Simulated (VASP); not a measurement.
# Al in VASP: further runs

Runs on Al. Level: PBEsol. Tasks: single point.

All numbers are computed with VASP 6.6.1; they aren't measurements. Logs are shortened: lines on timing, memory, paths and dates and some standing lists are left out, and cuts for length are marked.

## 1. The cell of the first run

It takes space group Im-3m (No. 229, cubic). The conventional cell has a = 3.087 Å, b = 3.087 Å, c = 3.087 Å, α = 90.00°, β = 90.00°, γ = 90.00°. Within 3.5 Å of Al (site symmetry m-3m) lie 14 Al at 2.67 to 3.09 Å.

## 2. Single point, PBEsol (strain -0.030 along x and y, -0.030 along z)

INCAR reads:

```
PREC = Accurate
ENCUT = 520
EDIFF = 1E-7
ISMEAR = 0
SIGMA = 0.15
LREAL = F
LASPH = T
NELM = 100
ALGO = Normal
ISIF = 2
LWAVE = F
LCHARG = F
GGA = PS
NBANDS = 8
```

KPOINTS reads:

```
regular mesh
0
Gamma
  20 20 20
```

POSCAR reads:

```
Al
1.0
   -1.5434821293      1.5434821293      1.5434821293
    1.5434821293     -1.5434821293      1.5434821293
    1.5434821293      1.5434821293     -1.5434821293
Al
1
Direct
    0.0000000000      0.0000000000      0.0000000000
```

Potentials or basis: VASP PAW PBE potentials, release 64 (Al).

Command:

```console
> cat potpaw_PBE.64/Al/POTCAR > POTCAR
> mpirun -np 1 vasp_std > vasp.out
```

OUTCAR:

```text
PREC = Accurate
   ENCUT = 520
   EDIFF = 1E-7
   ISMEAR = 0
   LREAL = F
   LASPH = T
   NELM = 100
   ISIF = 2
   GGA = PS

 ion  position               nearest neighbor table
   1  0.000  0.000  0.000-

  LATTYP: Found a body centered cubic cell.
 ALAT       =     3.0869642586

  Lattice vectors:

 A1 = (  -1.5434821293,   1.5434821293,   1.5434821293)
 A2 = (   1.5434821293,  -1.5434821293,   1.5434821293)
 A3 = (   1.5434821293,   1.5434821293,  -1.5434821293)

Analysis of symmetry for initial positions (statically):
=====================================================================
 Subroutine PRICEL returns:
 Original cell was already a primitive cell.

 Routine SETGRP: Setting up the symmetry group for a
 body centered cubic supercell.

 Subroutine GETGRP returns: Found 48 space group operations
 (whereof 48 operations were pure point group operations)
 out of a pool of 48 trial point group operations.

The static configuration has the point symmetry O_h .

Analysis of symmetry for dynamics (positions and initial velocities):
=====================================================================
 Subroutine PRICEL returns:
 Original cell was already a primitive cell.

 Routine SETGRP: Setting up the symmetry group for a
 body centered cubic supercell.

 Subroutine GETGRP returns: Found 48 space group operations
 (whereof 48 operations were pure point group operations)
 out of a pool of 48 trial point group operations.

The dynamic configuration has the point symmetry O_h .

 Subroutine INISYM returns: Found 48 space group operations
 (whereof 48 operations are pure point group operations),
 and found     1 'primitive' translations

----------------------------------------------------------------------------------------

                                     Primitive cell

  volume of cell :      14.7084

  direct lattice vectors                    reciprocal lattice vectors
    -1.543482129  1.543482129  1.543482129     0.000000000  0.323942850  0.323942850
     1.543482129 -1.543482129  1.543482129     0.323942850  0.000000000  0.323942850
     1.543482129  1.543482129 -1.543482129     0.323942850  0.323942850  0.000000000

  length of vectors
     2.673389469  2.673389469  2.673389469     0.458124372  0.458124372  0.458124372

  position of ions in fractional coordinates (direct lattice)
     0.000000000  0.000000000  0.000000000

  ion indices of the primitive-cell ions
   primitive index   ion index
                 1           1

----------------------------------------------------------------------------------------

 KPOINTS: regular mesh

Automatic generation of k-mesh.
 Grid dimensions read from file:
 generate k-points for:   20   20   20

 Generating k-lattice:

  Cartesian coordinates                     Fractional coordinates (reciprocal lattice)
     0.000000000  0.016197143  0.016197143     0.050000000  0.000000000  0.000000000
     0.016197143  0.000000000  0.016197143     0.000000000  0.050000000  0.000000000
     0.016197143  0.016197143  0.000000000     0.000000000  0.000000000  0.050000000

  Length of vectors
     0.022906219  0.022906219  0.022906219

  Shift w.r.t. Gamma in fractional coordinates (k-lattice)
     0.000000000  0.000000000  0.000000000

 Subroutine IBZKPT returns following result:
 ===========================================

 Found    256 irreducible k-points:

 Following reciprocal coordinates:
            Coordinates               Weight
  0.000000  0.000000  0.000000      1.000000
  0.050000  0.000000  0.000000     12.000000
  0.100000  0.000000  0.000000     12.000000
  0.150000  0.000000  0.000000     12.000000
  0.200000  0.000000  0.000000     12.000000
  0.250000  0.000000  0.000000     12.000000
[... 16 lines left out ...]
  0.200000  0.100000  0.000000     48.000000
  0.250000  0.100000  0.000000     48.000000
 [... further k-points ...]
   k-points           NKPTS =    256   k-points in BZ     NKDIM =    256   number of bands    NBANDS=      8
   number of dos      NEDOS =    301   number of ions     NIONS =      1
   total plane-waves  NPLWV =   8000
   dimension x,y,z NGX =    20 NGY =   20 NGZ =   20
   dimension x,y,z NGXF=    40 NGYF=   40 NGZF=   40
   ions per type =               1
   NGX,Y,Z   is equivalent  to a cutoff of  12.44, 12.44, 12.44 a.u.
   NGXF,Y,Z  is equivalent  to a cutoff of  24.87, 24.87, 24.87 a.u.
 SYSTEM =  unknown system
   PREC   = accura    normal or accurate (medium, high low for compatibility)
   ISTART =      0    job   : 0-new  1-cont  2-samecut
   ICHARG =      2    charge: 1-file 2-atom 10-const
   ISPIN  =      1    spin polarized calculation?
   LNONCOLLINEAR =      F non collinear calculations
   LSORBIT =      F    spin-orbit coupling
   LASPH  =      T    aspherical Exc in radial PAW
   ENCUT  =  520.0 eV  38.22 Ry    6.18 a.u.   4.97  4.97  4.97*2*pi/ulx,y,z
   NELM   =    100;   NELMIN=  2; NELMDL= -5     # of ELM steps
   EDIFF  = 0.1E-06   stopping-criterion for ELM
   LREAL  =      F    real-space projection
   EDIFFG = 0.1E-05   stopping-criterion for IOM
   NSW    =      0    number of steps for IOM
   IBRION =     -1    ionic relax: 0-MD 1-quasi-New 2-CG
   NFREE  =      0    steps in history (QN), initial steepest desc. (CG)
   ISIF   =      2    stress and relaxation
   ISYM   =      2    0-nonsym 1-usesym 2-fastsym
   POTIM  = 0.5000    time-step for ionic-motion
   TEBEG  =    0.0;   TEEND  =   0.0 temperature during run
   PSTRESS=    0.0 pullay stress
   NELECT =       3.0000    total number of electrons
   NUPDOWN=      -1.0000    fix difference up-down
   EMIN   =  10.00;   EMAX   =-10.00  energy-range for DOS
   EFERMI =   0.00;   METHOD = LEGACY
   ISMEAR =     0;   SIGMA  =   0.15  broadening in eV -4-tet -1-fermi 0-gaus
   EFERMI_NEDOS =   21; number of points for ismear=-14 and -15
   IALGO  =     38    algorithm
   IMIX   =      4    mixing-type and parameters
     AMIX     =   0.40;   BMIX     =  1.00
     AMIX_MAG =   1.60;   BMIX_MAG =  1.00
  volume/ion in A,a.u.               =      14.71        99.26
  Fermi-wavevector in a.u.,A,eV,Ry     =   0.963667  1.821067 12.635105  0.928654
  Thomas-Fermi vector in A             =   2.093232
   LORBIT       =      0    0 simple, 1 ext, 2 COOP (PROOUT), +10 PAW based schemes
   GGA     = PS    functional components
   LHFCALC =     F    Hartree Fock is set to
   AEXX    =    0.0000 exact exchange contribution
   IVDW    =     0    specifies the selected vdW correction
   LEPSILON=     F    determine dielectric tensor
   LRPA    =     F    only Hartree local field effects (RPA)
 non-spin polarized calculation
 Gauss-broadening in eV      SIGMA  =   0.15
  energy-cutoff  :      520.00
  volume of cell :       14.71
 maximum number of plane-waves:       420
   NGX =  9   NGY =  9   NGZ =  9

 number of electron       3.0000000 magnetization

 Free energy of the ion-electron system (eV)
  ---------------------------------------------------
  ext. energy  EPLUGINS =         0.00000000
  ---------------------------------------------------
  free energy    TOTEN  =        -3.93507196 eV

  energy without entropy =       -3.92955422  energy(sigma->0) =       -3.93231309

 E-fermi :   9.2137     XC(G=0): -10.6879

 val. band max:        9.1871891465   @ k =  -0.4000   0.4000   0.2000
 cond. band min:       9.2281180155   @ k =   0.3000   0.2500   0.1000
 fundamental gap:      0.0409288690
 Fermi energy:         9.2136810208

 k-point     1 :       0.0000    0.0000    0.0000
  band No.  band energies     occupation
      1      -2.7428      2.00000
      2      23.1633      0.00000
      3      23.1633      0.00000
      4      23.1633      0.00000
      5      25.6613      0.00000
      6      25.6613      0.00000
      7      25.6613      0.00000
      8      26.4104      0.00000

 k-point     2 :       0.0500    0.0000    0.0000
  band No.  band energies     occupation
      1      -2.6652      2.00000
      2      22.2789      0.00000
      3      22.7237      0.00000
      4      22.8270      0.00000
      5      25.0807      0.00000
      6      25.6121      0.00000
      7      25.9786      0.00000
      8      26.2291      0.00000

 k-point     3 :       0.1000    0.0000    0.0000
  band No.  band energies     occupation
      1      -2.4326      2.00000
      2      20.3423      0.00000
      3      21.9101      0.00000
      4      22.0562      0.00000
      5      24.1383      0.00000
      6      24.9283      0.00000
      7      26.3299      0.00000
      8      26.9282      0.00000

 k-point     4 :       0.1500    0.0000    0.0000
  band No.  band energies     occupation
      1      -2.0459      2.00000
      2      18.1405      0.00000
      3      21.0928      0.00000
      4      21.1663      0.00000
      5      23.2103      0.00000
      6      24.2956      0.00000
      7      26.8441      0.00000
      8      27.2519      0.00000

 k-point     5 :       0.2000    0.0000    0.0000
  band No.  band energies     occupation
      1      -1.5066      2.00000
      2      15.9348      0.00000
      3      20.3087      0.00000
      4      20.3574      0.00000
      5      22.3745      0.00000
      6      23.6926      0.00000
      7      27.4750      0.00000
      8      27.6653      0.00000

 k-point     6 :       0.2500    0.0000    0.0000
  band No.  band energies     occupation
      1      -0.8167      2.00000
      2      13.8023      0.00000
      3      19.5454      0.00000
      4      19.7269      0.00000
      5      21.6555      0.00000
      6      23.1268      0.00000
      7      28.1793      0.00000
      8      28.2314      0.00000

 k-point     7 :       0.3000    0.0000    0.0000
  band No.  band energies     occupation
      1       0.0214      2.00000
      2      11.7716      0.00000
      3      18.9035      0.00000
      4      19.2086      0.00000
      5      21.0625      0.00000
      6      22.6231      0.00000
      7      28.7911      0.00000
      8      29.1158      0.00000

 k-point     8 :       0.3500    0.0000    0.0000
  band No.  band energies     occupation
      1       1.0041      2.00000
      2       9.8564      0.00000
      3      18.3962      0.00000
      4      18.8050      0.00000
      5      20.5994      0.00000
      6      22.2059      0.00000
      7      29.4862      0.00000
      8      30.1199      0.00000

 k-point     9 :       0.4000    0.0000    0.0000
  band No.  band energies     occupation
      1       2.1262      2.00000
      2       8.0666      2.00000
      3      18.0303      0.00000
      4      18.5168      0.00000
      5      20.2681      0.00000
      6      21.8946      0.00000
      7      30.2236      0.00000
      8      31.2150      0.00000

 k-point    10 :       0.4500    0.0000    0.0000
  band No.  band energies     occupation
      1       3.3728      2.00000
      2       6.4188      2.00000
      3      17.8096      0.00000
      4      18.3440      0.00000
      5      20.0691      0.00000
      6      21.7026      0.00000
      7      30.8895      0.00000
      8      32.2993      0.00000
[... 78 lines left out ...]
 k-point    18 :       0.3500    0.0500   -0.0000
  band No.  band energies     occupation
      1       1.6043      2.00000
      2       8.9972      1.95876
      3      17.1279      0.00000
      4      18.6477      0.00000
      5      20.8967      0.00000
      6      22.7669      0.00000
      7      29.0888      0.00000
      8      31.3791      0.00000

 k-point    19 :       0.4000    0.0500    0.0000
  band No.  band energies     occupation
      1       2.7915      2.00000
      2       7.2762      2.00000
      3      16.8501      0.00000
      4      18.3987      0.00000
      5      20.6273      0.00000
      6      22.5297      0.00000
      7      29.9680      0.00000
      8      32.1542      0.00000

 k-point    20 :       0.4500    0.0500    0.0000
  band No.  band energies     occupation
      1       4.0700      2.00000
      2       5.7307      2.00000
      3      16.7107      0.00000
      4      18.2742      0.00000
      5      20.4921      0.00000
      6      22.4084      0.00000
      7      30.6986      0.00000
      8      32.4104      0.00000

 k-point    21 :       0.1000    0.1000    0.0000
  band No.  band energies     occupation
      1      -1.8145      2.00000
      2      18.0665      0.00000
      3      18.5637      0.00000
      4      20.9267      0.00000
      5      24.0416      0.00000
      6      24.4810      0.00000
      7      27.1955      0.00000
      8      27.2728      0.00000

 k-point    22 :       0.1500    0.1000    0.0000
  band No.  band energies     occupation
      1      -1.2762      2.00000
      2      16.0680      0.00000
      3      17.5249      0.00000
      4      20.1872      0.00000
      5      23.4956      0.00000
      6      24.6052      0.00000
      7      26.9262      0.00000
      8      28.4904      0.00000

 k-point    23 :       0.2000    0.1000    0.0000
  band No.  band energies     occupation
      1      -0.5875      2.00000
      2      13.9751      0.00000
      3      16.7573      0.00000
      4      19.5229      0.00000
      5      22.8632      0.00000
      6      24.7392      0.00000
      7      26.8185      0.00000
      8      29.7271      0.00000

 k-point    24 :       0.2500    0.1000    0.0000
  band No.  band energies     occupation
      1       0.2489      2.00000
      2      11.9629      0.00000
      3      16.1324      0.00000
      4      18.9638      0.00000
      5      22.3037      0.00000
      6      24.6628      0.00000
      7      27.1142      0.00000
      8      30.8026      0.00000

 [... further k-points ...]
[... 5 lines left out ...]
  --------------------------------------------------------------------------------------
  -------------------------------------------------------------------------------------
  Total        1.0494968      1.0494968      1.0494968     -0.0000000     -0.0000000     -0.0000000
  in kB      114.3212326    114.3212326    114.3212326     -0.0000000     -0.0000000     -0.0000000
  external PRESSURE =     114.3212326 kB  Pullay stress =       0.0000000 kB

 VOLUME and BASIS-vectors are now :
 -----------------------------------------------------------------------------
  energy-cutoff  :      520.00
  volume of cell :       14.71
      direct lattice vectors                 reciprocal lattice vectors
    -1.543482129  1.543482129  1.543482129     0.000000000  0.323942850  0.323942850
     1.543482129 -1.543482129  1.543482129     0.323942850  0.000000000  0.323942850
     1.543482129  1.543482129 -1.543482129     0.323942850  0.323942850  0.000000000

 POSITION                                       TOTAL-FORCE (eV/Angst)
 -----------------------------------------------------------------------------------
      0.00000      0.00000      0.00000        -0.000000      0.000000     -0.000000
 -----------------------------------------------------------------------------------
    total drift:                                0.000000      0.000000     -0.000000

  FREE ENERGIE OF THE ION-ELECTRON SYSTEM (eV)
  ---------------------------------------------------
  free  energy   TOTEN  =        -3.9350719593 eV

  energy  without entropy=       -3.9295542211  energy(sigma->0) =       -3.93231309
```

Wall time 16 s (1 thread of Intel Xeon Platinum 8488C (Sapphire Rapids), shared host); peak memory 0.13 GiB.

What came out:

| Property | Result |
| --- | --- |
| Free energy | -3.9351 eV |
| Pressure | 11.4 GPa |

Caveat: the cell differs from its parent crystal (strain -0.030 along x and y, -0.030 along z); the PAW data sets were made with another functional, which shifts forces and pressure a little.

## 3. Single point, PBEsol (strain -0.030 along x and y, +0.000 along z)

INCAR reads:

```
SYSTEM = Al
PREC = Accurate ; ENCUT = 520
EDIFF = 1E-7 ; ISMEAR = 0
SIGMA = 0.15 ; LREAL = .FALSE.
LASPH = .TRUE. ; NELM = 100
ALGO = Normal ; ISIF = 2
LWAVE = .FALSE. ; LCHARG = .FALSE.
GGA = PS ; NBANDS = 8
```

KPOINTS reads:

```
Automatic mesh
0
G
  20 20 20
  0 0 0
```

POSCAR reads:

```
Al
1.0
   -1.5434821293      1.5434821293      1.5912186900
    1.5434821293     -1.5434821293      1.5912186900
    1.5434821293      1.5434821293     -1.5912186900
Al
1
Direct
    0.0000000000      0.0000000000      0.0000000000
```

Potentials or basis: VASP PAW PBE potentials, release 64 (Al).

Command:

```console
> cat potpaw_PBE.64/Al/POTCAR > POTCAR
> mpirun -np 1 vasp_std > vasp.out
```

Run time: 39 s. Hardware: 1 thread of Intel Xeon Platinum 8488C (Sapphire Rapids), shared host; peak memory 0.17 GiB.

Results (log left out):

```yaml
Free_energy: -3.9644 eV
Pressure: 7.9 GPa
```

Stress tensor (GPa, compression positive):
```
7.40 0.00 0.00
0.00 7.40 0.00
0.00 0.00 9.04
```

Levels at points of the mesh, in eV from the Fermi level:
```
           k point  band 1  band 2  band 3  band 4
(0.00, 0.00, 0.00)  -11.73   13.52   13.52   14.26
(0.50, 0.00, 0.00)   -4.70   -4.06    8.68    9.03
(0.50, 0.50, 0.00)   -4.54   -3.77    8.01    8.42
(0.50, 0.50, 0.50)    1.42    2.32    2.32    2.60
```

Caveat: the cell differs from its parent crystal (strain -0.030 along x and y, +0.000 along z); the PAW data sets were made with another functional, which shifts forces and pressure a little.

## 4. Single point, PBEsol (strain -0.030 along x and y, +0.015 along z)

INCAR reads:

```
ALGO = Normal
EDIFF = 1E-6
ENCUT = 520
GGA = PS
ISIF = 2
ISMEAR = 0
LASPH = T
LCHARG = F
LREAL = F
LWAVE = F
NBANDS = 8
NELM = 80
PREC = Accurate
SIGMA = 0.15
```

KPOINTS reads:

```
k-points
0
Gamma
  20 20 20
```

POSCAR reads:

```
Al
1.0
   -1.5434821293      1.5434821293      1.6150869704
    1.5434821293     -1.5434821293      1.6150869704
    1.5434821293      1.5434821293     -1.6150869704
Al
1
Direct
    0.0000000000      0.0000000000      0.0000000000
```

Command:

```console
> cat potpaw_PBE.64/Al/POTCAR > POTCAR
> mpirun -np 1 vasp_std > vasp.out
```

Wall time 33 s (1 thread of Intel Xeon Platinum 8488C (Sapphire Rapids), shared host); peak memory 0.17 GiB.

It converged, with:

| Quantity | Value |
| --- | --- |
| Free energy | -3.9764 eV |
| Pressure | 6.4 GPa |

Stress tensor (GPa, compression positive):
```
5.62 0.00 0.00
0.00 5.62 0.00
0.00 0.00 7.93
```

Levels at points of the mesh, in eV from the Fermi level:
```
           k point  band 1  band 2  band 3  band 4  band 5  band 6
(0.00, 0.00, 0.00)  -11.62   13.34   13.34   14.42   15.42   15.79
(0.50, 0.00, 0.00)   -4.66   -4.08    8.76    9.03   10.85   12.17
(0.50, 0.50, 0.00)   -4.42   -3.65    7.79    8.12    9.72   11.70
(0.50, 0.50, 0.50)    1.13    2.44    2.44    2.49    3.13    6.57
```

Caveat: the cell differs from its parent crystal (strain -0.030 along x and y, +0.015 along z); the PAW data sets were made with another functional, which shifts forces and pressure a little.

[end of part 1 of 2]
